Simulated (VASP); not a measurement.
# Sn (Fd-3m) in VASP: a series of runs

Sn is run at these levels: r2SCAN; tasks: electric field gradients.

All numbers are computed with VASP 6.6.1; they aren't measurements. Logs are shortened: lines on timing, memory, paths and dates and some standing lists are left out, and cuts for length are marked.

## Step 1: The cell of the first run

It takes space group Fd-3m (No. 227, cubic). The conventional cell has a = 6.467 Å, b = 6.467 Å, c = 6.467 Å, α = 90.00°, β = 90.00°, γ = 90.00°. Within 3.7 Å of Sn (site symmetry -43m) lie 4 Sn at 2.80 Å.

This isn't the form of Sn at room conditions, which is tetragonal (white tin).

## Step 2: Electric field gradients, r2SCAN

The input, POSCAR:

```
Sn
1.0
    0.0000000000      3.2333428000      3.2333428000
    3.2333428000      0.0000000000      3.2333428000
    3.2333428000      3.2333428000      0.0000000000
Sn
2
Direct
    0.0000000000      0.0000000000      0.0000000000
    0.2500000000      0.2500000000      0.2500000000
```

The input, INCAR.step1:

```
PREC     = Accurate       # precision mode
ENCUT    = 520            # plane-wave cutoff, eV
ISMEAR   = 0              # smearing method
SIGMA    = 0.05           # smearing width, eV
LREAL    = False          # projectors in reciprocal space
LASPH    = True           # aspherical terms in the spheres
NELM     = 60             # most SCF steps
NBANDS   = 21             # bands
GGA      = PE             # functional
ALGO     = Normal         # electronic algorithm
EDIFF    = 1E-4           # SCF threshold, eV
LWAVE    = True           # write WAVECAR
LCHARG   = False          # write CHGCAR
```

The input, INCAR.step2:

```
PREC     = Accurate       # precision mode
ENCUT    = 520            # plane-wave cutoff, eV
EDIFF    = 1E-8           # SCF threshold, eV
ISMEAR   = 0              # smearing method
SIGMA    = 0.05           # smearing width, eV
LREAL    = False          # projectors in reciprocal space
LASPH    = True           # aspherical terms in the spheres
NELM     = 60             # most SCF steps
ALGO     = Normal         # electronic algorithm
ISIF     = 2              # what is computed and relaxed
LWAVE    = False          # write WAVECAR
LCHARG   = False          # write CHGCAR
METAGGA  = R2SCAN         # meta-GGA
LMIXTAU  = True         
LEFG     = True         
NBANDS   = 21             # bands
ISTART   = 1
```

The input, KPOINTS:

```
regular mesh
0
Gamma
  12 12 12
```

Potentials or basis: VASP PAW PBE potentials, release 64 (Sn_d).

Started as:

```
$ cat potpaw_PBE.64/Sn_d/POTCAR > POTCAR
$ cp INCAR.step1 INCAR
$ mpirun -np 1 vasp_std > vasp.out
$ cp INCAR.step2 INCAR
$ mpirun -np 1 vasp_std > vasp.out
```

OUTCAR:

```text
PREC = Accurate
   ENCUT = 520
   EDIFF = 1E-8
   ISMEAR = 0
   LREAL = False
   LASPH = True
   NELM = 60
   ISIF = 2
   METAGGA = R2SCAN
   ISTART = 1

 ion  position               nearest neighbor table
   1  0.000  0.000  0.000-   2 2.80   2 2.80   2 2.80   2 2.80
   2  0.250  0.250  0.250-   1 2.80   1 2.80   1 2.80   1 2.80

  LATTYP: Found a face centered cubic cell.
 ALAT       =     6.4666856000

  Lattice vectors:

 A1 = (   0.0000000000,   3.2333428000,   3.2333428000)
 A2 = (   3.2333428000,   0.0000000000,   3.2333428000)
 A3 = (   3.2333428000,   3.2333428000,   0.0000000000)

Analysis of symmetry for initial positions (statically):
=====================================================================
 Subroutine PRICEL returns:
 Original cell was already a primitive cell.

 Routine SETGRP: Setting up the symmetry group for a
 face centered cubic supercell.

 Subroutine GETGRP returns: Found 48 space group operations
 (whereof 24 operations were pure point group operations)
 out of a pool of 48 trial point group operations.

The static configuration has the point symmetry T_d .
 The point group associated with its full space group is O_h .

Analysis of symmetry for dynamics (positions and initial velocities):
=====================================================================
 Subroutine PRICEL returns:
 Original cell was already a primitive cell.

 Routine SETGRP: Setting up the symmetry group for a
 face centered cubic supercell.

 Subroutine GETGRP returns: Found 48 space group operations
 (whereof 24 operations were pure point group operations)
 out of a pool of 48 trial point group operations.

The dynamic configuration has the point symmetry T_d .
 The point group associated with its full space group is O_h .

 Subroutine INISYM returns: Found 48 space group operations
 (whereof 24 operations are pure point group operations),
 and found     1 'primitive' translations

----------------------------------------------------------------------------------------

                                     Primitive cell

  volume of cell :      67.6060

  direct lattice vectors                    reciprocal lattice vectors
     0.000000000  3.233342800  3.233342800    -0.154638723  0.154638723  0.154638723
     3.233342800  0.000000000  3.233342800     0.154638723 -0.154638723  0.154638723
     3.233342800  3.233342800  0.000000000     0.154638723  0.154638723 -0.154638723

  length of vectors
     4.572637240  4.572637240  4.572637240     0.267842124  0.267842124  0.267842124

  position of ions in fractional coordinates (direct lattice)
     0.000000000  0.000000000  0.000000000
     0.250000000  0.250000000  0.250000000

  ion indices of the primitive-cell ions
   primitive index   ion index
                 1           1
                 2           2

----------------------------------------------------------------------------------------

 KPOINTS: regular mesh

Automatic generation of k-mesh.
 Grid dimensions read from file:
 generate k-points for:   12   12   12

 Generating k-lattice:

  Cartesian coordinates                     Fractional coordinates (reciprocal lattice)
    -0.012886560  0.012886560  0.012886560     0.083333333  0.000000000  0.000000000
     0.012886560 -0.012886560  0.012886560     0.000000000  0.083333333  0.000000000
     0.012886560  0.012886560 -0.012886560     0.000000000  0.000000000  0.083333333

  Length of vectors
     0.022320177  0.022320177  0.022320177

  Shift w.r.t. Gamma in fractional coordinates (k-lattice)
     0.000000000  0.000000000  0.000000000

 Subroutine IBZKPT returns following result:
 ===========================================

 Found     72 irreducible k-points:

 Following reciprocal coordinates:
            Coordinates               Weight
  0.000000  0.000000  0.000000      1.000000
  0.083333  0.000000  0.000000      8.000000
  0.166667  0.000000  0.000000      8.000000
  0.250000  0.000000  0.000000      8.000000
  0.333333  0.000000  0.000000      8.000000
  0.416667  0.000000  0.000000      8.000000
[... 16 lines left out ...]
  0.500000  0.166667  0.000000     24.000000
 -0.416667  0.166667  0.000000     24.000000
 [... further k-points ...]
   k-points           NKPTS =     72   k-points in BZ     NKDIM =     72   number of bands    NBANDS=     21
   number of dos      NEDOS =    301   number of ions     NIONS =      2
   total plane-waves  NPLWV =  46656
   dimension x,y,z NGX =    36 NGY =   36 NGZ =   36
   dimension x,y,z NGXF=    72 NGYF=   72 NGZF=   72
   ions per type =               2
   NGX,Y,Z   is equivalent  to a cutoff of  13.09, 13.09, 13.09 a.u.
   NGXF,Y,Z  is equivalent  to a cutoff of  26.18, 26.18, 26.18 a.u.
 SYSTEM =  unknown system
   PREC   = accura    normal or accurate (medium, high low for compatibility)
   ISTART =      1    job   : 0-new  1-cont  2-samecut
   ICHARG =      0    charge: 1-file 2-atom 10-const
   ISPIN  =      1    spin polarized calculation?
   LNONCOLLINEAR =      F non collinear calculations
   LSORBIT =      F    spin-orbit coupling
   LASPH  =      T    aspherical Exc in radial PAW
   ENCUT  =  520.0 eV  38.22 Ry    6.18 a.u.   8.50  8.50  8.50*2*pi/ulx,y,z
   NELM   =     60;   NELMIN=  2; NELMDL=  0     # of ELM steps
   EDIFF  = 0.1E-07   stopping-criterion for ELM
   LREAL  =      F    real-space projection
   EDIFFG = 0.1E-06   stopping-criterion for IOM
   NSW    =      0    number of steps for IOM
   IBRION =     -1    ionic relax: 0-MD 1-quasi-New 2-CG
   NFREE  =      0    steps in history (QN), initial steepest desc. (CG)
   ISIF   =      2    stress and relaxation
   ISYM   =      2    0-nonsym 1-usesym 2-fastsym
   POTIM  = 0.5000    time-step for ionic-motion
   TEBEG  =    0.0;   TEEND  =   0.0 temperature during run
   PSTRESS=    0.0 pullay stress
   NELECT =      28.0000    total number of electrons
   NUPDOWN=      -1.0000    fix difference up-down
   EMIN   =  10.00;   EMAX   =-10.00  energy-range for DOS
   EFERMI =   0.00;   METHOD = LEGACY
   ISMEAR =     0;   SIGMA  =   0.05  broadening in eV -4-tet -1-fermi 0-gaus
   EFERMI_NEDOS =   21; number of points for ismear=-14 and -15
   IALGO  =     38    algorithm
   IMIX   =      4    mixing-type and parameters
     AMIX     =   0.40;   BMIX     =  1.00
     AMIX_MAG =   1.60;   BMIX_MAG =  1.00
  volume/ion in A,a.u.               =      33.80       228.11
  Fermi-wavevector in a.u.,A,eV,Ry     =   1.220298  2.306028 20.260793  1.489126
  Thomas-Fermi vector in A             =   2.355520
   LORBIT       =      0    0 simple, 1 ext, 2 COOP (PROOUT), +10 PAW based schemes
   METAGGA = R2SCAN    functional components
   LHFCALC =     F    Hartree Fock is set to
   AEXX    =    0.0000 exact exchange contribution
   IVDW    =     0    specifies the selected vdW correction
   LEPSILON=     F    determine dielectric tensor
   LRPA    =     F    only Hartree local field effects (RPA)
 non-spin polarized calculation
 Gauss-broadening in eV      SIGMA  =   0.05
  energy-cutoff  :      520.00
  volume of cell :       67.61
 maximum number of plane-waves:      1853
 NGX is ok and might be reduce to    36
   NGX = 17   NGY = 17   NGZ = 17

 number of electron      28.0000008 magnetization

 Free energy of the ion-electron system (eV)
  ---------------------------------------------------
  ext. energy  EPLUGINS =         0.00000000
  ---------------------------------------------------
  free energy    TOTEN  =       -49.47382541 eV

  energy without entropy =      -49.47378075  energy(sigma->0) =      -49.47380308

 E-fermi :   5.7146     XC(G=0):  -9.6430

 val. band max:        5.6993733243   @ k =   0.0000   0.0000   0.0000
 cond. band min:       5.8595810422   @ k =   0.5000   0.0000   0.0000
 fundamental gap:      0.1602077179
 Fermi energy:         5.7145984481

 k-point     1 :       0.0000    0.0000    0.0000
  band No.  band energies     occupation
      1     -16.7326      2.00000
      2     -16.7326      2.00000
      3     -16.7326      2.00000
      4     -16.6643      2.00000
      5     -16.6643      2.00000
      6     -16.3311      2.00000
[... 13 lines left out ...]
     20      13.9783      0.00000
     21      13.9783      0.00000

 k-point     2 :       0.0833    0.0000    0.0000
  band No.  band energies     occupation
      1     -16.7386      2.00000
      2     -16.7386      2.00000
      3     -16.7308      2.00000
      4     -16.6559      2.00000
      5     -16.6559      2.00000
      6     -16.3418      2.00000
[... 13 lines left out ...]
     20      13.3900      0.00000
     21      13.3900      0.00000

 k-point     3 :       0.1667    0.0000    0.0000
  band No.  band energies     occupation
      1     -16.7502      2.00000
      2     -16.7502      2.00000
      3     -16.7258      2.00000
      4     -16.6382      2.00000
      5     -16.6382      2.00000
      6     -16.3581      2.00000
[... 13 lines left out ...]
     20      12.9219      0.00000
     21      12.9219      0.00000
[... 457 lines left out ...]
 k-point    23 :       0.5000    0.1667    0.0000
  band No.  band energies     occupation
      1     -16.7972      2.00000
      2     -16.7777      2.00000
      3     -16.6760      2.00000
      4     -16.5773      2.00000
      5     -16.5654      2.00000
      6     -16.4463      2.00000
[... 13 lines left out ...]
     20      14.9268      0.00000
     21      15.0824      0.00000

 k-point    24 :      -0.4167    0.1667    0.0000
  band No.  band energies     occupation
      1     -16.7979      2.00000
      2     -16.7810      2.00000
      3     -16.6679      2.00000
      4     -16.5790      2.00000
      5     -16.5676      2.00000
      6     -16.4254      2.00000
[... 13 lines left out ...]
     20      13.9371      0.00000
     21      14.2294      0.00000

 [... further k-points ...]

------------------------ aborting loop because EDIFF is reached ----------------------------------------

  FORCE on cell =-STRESS in cart. coord.  units (eV):
  Direction    XX          YY          ZZ          XY          YZ          ZX
  --------------------------------------------------------------------------------------
  -------------------------------------------------------------------------------------
  Total        0.9187907      0.9187907      0.9187907     -0.0000000     -0.0000000      0.0000000
  in kB       21.7741863     21.7741863     21.7741863     -0.0000000     -0.0000000      0.0000000
  external PRESSURE =      21.7741863 kB  Pullay stress =       0.0000000 kB

 VOLUME and BASIS-vectors are now :
 -----------------------------------------------------------------------------
  energy-cutoff  :      520.00
  volume of cell :       67.61
      direct lattice vectors                 reciprocal lattice vectors
     0.000000000  3.233342800  3.233342800    -0.154638723  0.154638723  0.154638723
     3.233342800  0.000000000  3.233342800     0.154638723 -0.154638723  0.154638723
     3.233342800  3.233342800  0.000000000     0.154638723  0.154638723 -0.154638723

 POSITION                                       TOTAL-FORCE (eV/Angst)
 -----------------------------------------------------------------------------------
      0.00000      0.00000      0.00000         0.000000      0.000000     -0.000000
      1.61667      1.61667      1.61667         0.000000      0.000000      0.000000
 -----------------------------------------------------------------------------------
    total drift:                                0.000000      0.000000      0.000000

  FREE ENERGIE OF THE ION-ELECTRON SYSTEM (eV)
  ---------------------------------------------------
  free  energy   TOTEN  =       -49.4738254086 eV

  energy  without entropy=      -49.4737807522  energy(sigma->0) =      -49.47380308

 Electric field gradients (V/A^2)
---------------------------------------------------------------------
 ion       V_xx      V_yy      V_zz      V_xy      V_xz      V_yz
---------------------------------------------------------------------
   1       0.000     0.000    -0.000    -0.000    -0.000    -0.000
   2       0.000     0.000    -0.000    -0.000    -0.000    -0.000
---------------------------------------------------------------------

 Electric field gradients after diagonalization (V/A^2)
 (convention: |V_zz| > |V_xx| > |V_yy|)
----------------------------------------------------------------------
 ion       V_xx      V_yy      V_zz     asymmetry (V_yy - V_xx)/ V_zz
----------------------------------------------------------------------
   1       0.000     0.000    -0.000       0.000
   2       0.000     0.000    -0.000       0.000
----------------------------------------------------------------------

           NMR quadrupolar parameters

 Cq : quadrupolar parameter    Cq=e*Q*V_zz/h
 eta: asymmetry parameters     (V_yy - V_xx)/ V_zz
 Q  : nuclear electric quadrupole moment in mb (millibarn)
----------------------------------------------------------------------
 ion       Cq(MHz)       eta       Q (mb)
----------------------------------------------------------------------
   1      -0.000       0.000       1.000
   2      -0.000       0.000       1.000
----------------------------------------------------------------------
```

It took 6 min on 1 thread of AMD EPYC 9R45 (Zen 5), shared host; peak memory 0.23 GiB.

What came out:

```
Free energy                             : -49.4738 eV
Pressure                                : 2.2 GPa
Band gap on the k mesh                  : zero (filled and empty bands touch)
Largest electric field gradient by atom : under 0.05 V/Å² on every atom
```

Levels at points of the mesh, in eV from the Fermi level:
```csv
k point,band 11,band 12,band 13,band 14,band 15,band 16,band 17,band 18
"(0.00, 0.00, 0.00)",-11.23,-0.30,-0.02,-0.02,-0.02,2.20,2.20,2.20
"(0.50, 0.00, 0.00)",-9.49,-6.66,-1.31,-1.31,0.15,3.35,3.35,5.93
"(0.50, 0.50, 0.00)",-7.92,-7.92,-2.74,-2.74,0.89,0.89,8.21,8.21
```

Caveat: the PAW data sets were made with another functional, which shifts forces and pressure a little; spin-orbit coupling is left out, which moves the levels of the heavy elements.

[end of part 1 of 2]

The gap in the log of VASP goes by the Fermi energy; the results here count the filled bands.